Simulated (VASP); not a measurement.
# Zn17S16 (a cell with a defect) in VASP: a series of runs, part 2 of 2

VASP 6.6.1.

## Step 3: Single point, PBE (with an interstitial atom, then relaxed in part)

The input, INCAR:

```
PREC = Accurate ; ENCUT = 400
EDIFF = 1E-6 ; ISMEAR = 0
SIGMA = 0.01 ; LREAL = Auto
LASPH = True ; NELM = 120
ALGO = Normal ; ISIF = 2
LWAVE = False ; LCHARG = False
GGA = PE ; NELECT = 298.0
NBANDS = 172 ; GGA_COMPAT = False
```

The input, KPOINTS:

```
Automatic mesh
0
Gamma
  2 2 2
  0.5 0.5 0.5
```

The input, POSCAR:

```
Zn17S16
1.0
   -5.4423087469     -5.4423087469      5.4423087469
    5.4423087469      5.4423087469      5.4423087469
   -5.4423087469      5.4423087469     -5.4423087469
Zn S
17 16
Direct
    0.2524249432      0.5014316855      0.2524249432
    0.4990067423      0.4975750568      0.0000000000
    0.2755670687      0.7500000000      0.0000000000
    0.7244329313      0.4744329313      0.7244329313
    0.4990067423      0.7500000000      0.7475750568
    0.2524249432      0.0024249432      0.7514316855
    0.0000000000      0.4975750568      0.4990067423
    0.7475750568      0.7500000000      0.4990067423
    0.5009932577     -0.0014316855      0.5009932577
    0.2485683145      0.2509932577      0.5009932577
    0.0000000000      0.7500000000      0.2755670687
    0.7514316855      0.0024249432      0.2524249432
    0.5009932577      0.2509932577      0.2485683145
    0.0000000000      0.0255670687      0.0000000000
    0.7475750568      0.2490067423      0.0000000000
    0.0000000000      0.2490067423      0.7475750568
    0.0000000000      0.7500000000      0.0000000000
    0.0000000000      0.2628177268      0.0000000000
    0.2500000000      0.2500000000      0.7500000000
    0.0000000000      0.5049910168      0.7549910168
    0.4871822732      0.2371822732      0.4871822732
    0.2500000000      0.5000000000      0.5000000000
    0.0000000000      0.7500000000      0.5128177268
    0.7500000000      0.2500000000      0.2500000000
    0.5000000000      0.5000000000      0.2500000000
    0.2450089832      0.7500000000      0.2450089832
    0.0000000000     -0.0049910168      0.2450089832
    0.7549910168      0.5049910168      0.0000000000
    0.5128177268      0.7500000000      0.0000000000
    0.2450089832     -0.0049910168      0.0000000000
    0.7549910168      0.7500000000      0.7549910168
    0.5000000000      0.0000000000      0.7500000000
    0.7500000000      0.0000000000      0.5000000000
```

Potentials or basis: VASP PAW PBE potentials, release 64 (Zn, S).

The run is started by

```bash
$ cat potpaw_PBE.64/Zn/POTCAR potpaw_PBE.64/S/POTCAR > POTCAR
$ mpirun -np 1 vasp_std > vasp.out
```

OUTCAR:

```text
PREC = Accurate
   ENCUT = 400
   EDIFF = 1E-6
   ISMEAR = 0
   LREAL = Auto
   LASPH = True
   NELM = 120
   ISIF = 2
   GGA = PE
   NELECT = 298.0

 ion  position               nearest neighbor table
   1  0.252  0.501  0.252-  18 2.34  22 2.35  25 2.35  26 2.39
   2  0.499  0.498  0.000-  29 2.34  25 2.35  19 2.35  28 2.39
   3  0.276  0.750  0.000-  29 2.24  26 2.42  20 2.42  30 2.42  17 2.60
   4  0.724  0.474  0.724-  21 2.24  20 2.42  31 2.42  28 2.42  17 2.60
   5  0.499  0.750  0.748-  29 2.34  22 2.35  32 2.35  31 2.39
   6  0.252  0.002  0.751-  23 2.34  19 2.35  32 2.35  30 2.39
   7  0.000  0.498  0.499-  23 2.34  22 2.35  24 2.35  20 2.39
   8  0.748  0.750  0.499-  23 2.34  25 2.35  33 2.35  31 2.39
   9  0.501  0.999  0.501-  21 2.34  32 2.35  33 2.35  26 2.39
  10  0.249  0.251  0.501-  21 2.34  19 2.35  22 2.35  27 2.39
  11  0.000  0.750  0.276-  23 2.24  26 2.42  27 2.42  28 2.42  17 2.60
  12  0.751  0.002  0.252-  29 2.34  24 2.35  33 2.35  27 2.39
  13  0.501  0.251  0.249-  21 2.34  24 2.35  25 2.35  30 2.39
  14  0.000  0.026  0.000-  18 2.24  27 2.42  31 2.42  30 2.42  17 2.60
  15  0.748  0.249  0.000-  18 2.34  24 2.35  32 2.35  28 2.39
  16  0.000  0.249  0.748-  18 2.34  19 2.35  33 2.35  20 2.39
[... 418 lines left out ...]
      2     -10.4760      2.00000
      3     -10.4238      2.00000
      4     -10.4238      2.00000
      5     -10.2684      2.00000
      6     -10.2104      2.00000
[... 153 lines left out ...]
    160       6.5952      0.00000
    161       6.5952      0.00000
 [bands above 161 left out]

------------------------ aborting loop because EDIFF is reached ----------------------------------------

  FORCE on cell =-STRESS in cart. coord.  units (eV):
  Direction    XX          YY          ZZ          XY          YZ          ZX
  --------------------------------------------------------------------------------------
  -------------------------------------------------------------------------------------
  Total      -12.2851709    -12.2851709    -12.2851709      0.0000000      0.0000000      0.0000000
  in kB      -30.5268692    -30.5268692    -30.5268692      0.0000000      0.0000000      0.0000000
  external PRESSURE =     -30.5268692 kB  Pullay stress =       0.0000000 kB

 VOLUME and BASIS-vectors are now :
 -----------------------------------------------------------------------------
  energy-cutoff  :      400.00
  volume of cell :      644.78
      direct lattice vectors                 reciprocal lattice vectors
    -5.442308747 -5.442308747  5.442308747    -0.091872774  0.000000000  0.091872774
     5.442308747  5.442308747  5.442308747     0.000000000  0.091872774  0.091872774
    -5.442308747  5.442308747 -5.442308747    -0.091872774  0.091872774  0.000000000

 POSITION                                       TOTAL-FORCE (eV/Angst)
 -----------------------------------------------------------------------------------
     -0.01860      2.72895      2.72895        -0.016564     -0.006308     -0.006308
     -0.00779     -0.00779      5.42371         0.006308      0.006308     -0.016564
      2.58201      2.58201      5.58145        -0.006347     -0.006347      0.006347
     -5.30316      2.58201      2.58201         0.006347     -0.006347     -0.006347
     -2.70255      5.43452      2.72895         0.016564      0.006308     -0.006308
     -5.45010      2.72895     -2.70255         0.006308     -0.006308      0.016564
[... 25 lines left out ...]
     -6.80289      1.36058     -1.36058         0.000000      0.000000      0.000000
     -6.80289     -1.36058      1.36058        -0.000000      0.000000      0.000000
 -----------------------------------------------------------------------------------
    total drift:                                0.000013     -0.000013      0.000018

  FREE ENERGIE OF THE ION-ELECTRON SYSTEM (eV)
  ---------------------------------------------------
  free  energy   TOTEN  =      -115.2267812148 eV

  energy  without entropy=     -115.2267812148  energy(sigma->0) =     -115.22678121
```

OSZICAR:

```text
N       E                     dE             d eps       ncg     rms          rms(c)
DAV:   1     0.260364580324E+04    0.26036E+04   -0.11171E+05   688   0.177E+03
DAV:   2     0.373222130505E+03   -0.22304E+04   -0.21610E+04   688   0.459E+02
DAV:   3    -0.835833854852E+02   -0.45681E+03   -0.44388E+03   740   0.180E+02
DAV:   4    -0.120792600868E+03   -0.37209E+02   -0.36892E+02   768   0.528E+01
DAV:   5    -0.121854305648E+03   -0.10617E+01   -0.10572E+01   792   0.895E+00    0.277E+01
DAV:   6    -0.114822042438E+03    0.70323E+01   -0.14486E+01   936   0.496E+01    0.212E+01
DAV:   7    -0.115700148112E+03   -0.87811E+00   -0.27401E+01   872   0.136E+01    0.936E+00
DAV:   8    -0.115209550709E+03    0.49060E+00   -0.33741E+00   864   0.168E+01    0.405E+00
DAV:   9    -0.115224885684E+03   -0.15335E-01   -0.70393E-01   936   0.500E+00    0.969E-01
DAV:  10    -0.115223959963E+03    0.92572E-03   -0.69899E-02   856   0.283E+00    0.497E-01
DAV:  11    -0.115225942234E+03   -0.19823E-02   -0.19820E-02   768   0.563E-01    0.379E-01
DAV:  12    -0.115226714850E+03   -0.77262E-03   -0.47386E-03   912   0.527E-01    0.190E-01
DAV:  13    -0.115226807049E+03   -0.92199E-04   -0.13926E-03   744   0.161E-01    0.486E-02
DAV:  14    -0.115226764133E+03    0.42916E-04   -0.37174E-04   928   0.144E-01    0.183E-02
DAV:  15    -0.115226781475E+03   -0.17342E-04   -0.14017E-04   768   0.338E-02    0.131E-02
DAV:  16    -0.115226780209E+03    0.12663E-05   -0.14870E-05   856   0.275E-02    0.597E-03
DAV:  17    -0.115226782041E+03   -0.18320E-05   -0.55391E-06   656   0.184E-02    0.521E-03
DAV:  18    -0.115226781215E+03    0.82575E-06   -0.25648E-06   504   0.147E-02
   1 F= -.11522678E+03 E0= -.11522678E+03  d E =-.121591E-45
```

stdout:

```text
POSCAR found type information on POSCAR ZnS
 POSCAR found :  2 types and      33 ions
 scaLAPACK will be used
 LDA part: xc-table for (Slater+PW92), standard interpolation
 POSCAR, INCAR and KPOINTS ok, starting setup
 FFT: planning ... GRIDC
 FFT: planning ... GRID_SOFT
 FFT: planning ... GRID
 WAVECAR not read
 entering main loop
 the old and the new charge density differ
 old charge density:   300.00000 new  297.99998
    0.277E+01
```

Run time: 5.7 min. Hardware: 1 thread of Intel Xeon Platinum 8488C (Sapphire Rapids), shared host; peak memory 0.58 GiB.

Results:

```yaml
Free_energy: -115.2268 eV
Largest_force: 0.019 eV/Å
```

Forces on the atoms (eV/Å):
```
Zn  -0.017 -0.006 -0.006
Zn   0.006  0.006 -0.017
Zn  -0.006 -0.006  0.006
Zn   0.006 -0.006 -0.006
Zn   0.017  0.006 -0.006
Zn   0.006 -0.006  0.017
Zn   0.006 -0.017  0.006
Zn   0.017 -0.006  0.006
Zn  -0.017  0.006  0.006
Zn  -0.006  0.017  0.006
Zn  -0.006  0.006 -0.006
Zn   0.006  0.017 -0.006
Zn  -0.006  0.006  0.017
Zn   0.006  0.006  0.006
Zn  -0.006 -0.006 -0.017
Zn  -0.006 -0.017 -0.006
Zn   0.000  0.000  0.000
S    0.005  0.005  0.005
S    0.000  0.000  0.000
S    0.000  0.004  0.000
S    0.005 -0.005 -0.005
S    0.000  0.000  0.000
S   -0.005  0.005 -0.005
S    0.000  0.000  0.000
S    0.000  0.000  0.000
S    0.004  0.000  0.000
S    0.000 -0.004  0.000
S    0.000  0.000  0.004
S   -0.005 -0.005  0.005
S    0.000  0.000 -0.004
S   -0.004  0.000  0.000
S    0.000  0.000  0.000
S    0.000  0.000  0.000
```

Levels at points of the mesh, in eV from the Fermi level:
```csv
k point,band 146,band 147,band 148,band 149,band 150,band 151,band 152,band 153
"(0.25, 0.25, 0.25)",-0.15,-0.10,-0.10,-0.10,2.26,3.54,3.57,3.57
```

Caveat: the cell carries a net charge on a neutralising background, which shifts energy and pressure; the cell differs from its parent crystal (with an interstitial atom, then relaxed in part); the cell is charged against a uniform background, so pressure and absolute levels hang on convention.
